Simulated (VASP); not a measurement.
## AlNi: single point with PBEsol

The system is AlNi.

```xyz
2
Lattice="2.7903 0.0000 0.0000 0.0000 2.7903 0.0000 0.0000 0.0000 2.7903" Properties=species:S:1:pos:R:3 pbc="T T T"
Al    0.0000    0.0000    0.0000
Ni    1.3951    1.3951    1.3951
```

```yaml
Program: VASP 6.6.1
Task: single point
Functional: PBEsol
Potentials_or_basis: VASP PAW PBE potentials, release 64 (Al, Ni)
Cutoff: 520 eV
k_mesh: 16 × 16 × 16
Occupations: gaussian, width 0.15 eV
Spin: no spin polarisation
```

| Quantity | Value |
| --- | --- |
| Pressure | 15.7 GPa |

Levels at points of the mesh, in eV from the Fermi level:
```csv
k point,band 3,band 4,band 5,band 6,band 7,band 8,band 9,band 10,band 11,band 12
"(0.00, 0.00, 0.00)",-3.73,-1.75,-1.75,-1.75,5.92,5.92,5.92,8.46,8.46,15.53
"(0.50, 0.00, 0.00)",-3.17,-2.55,-2.55,-1.65,-0.70,8.40,10.47,10.47,11.89,11.89
"(0.50, 0.50, 0.00)",-3.15,-3.15,-2.37,-2.37,-1.14,1.64,2.98,13.39,15.91,15.91
"(0.50, 0.50, 0.50)",-4.60,-1.11,-1.11,1.90,1.90,1.90,4.61,4.91,4.91,4.91
```

It took 23 s on 1 thread of Intel(R) Xeon(R) Platinum 8488C (Sapphire Rapids), on a shared host, peak memory 0.18 GiB.

Caveat: the PAW data sets were made with another functional, which shifts forces and pressure a little. Spin polarisation is off, so any magnetic state and its effect on volume and gap are missing.
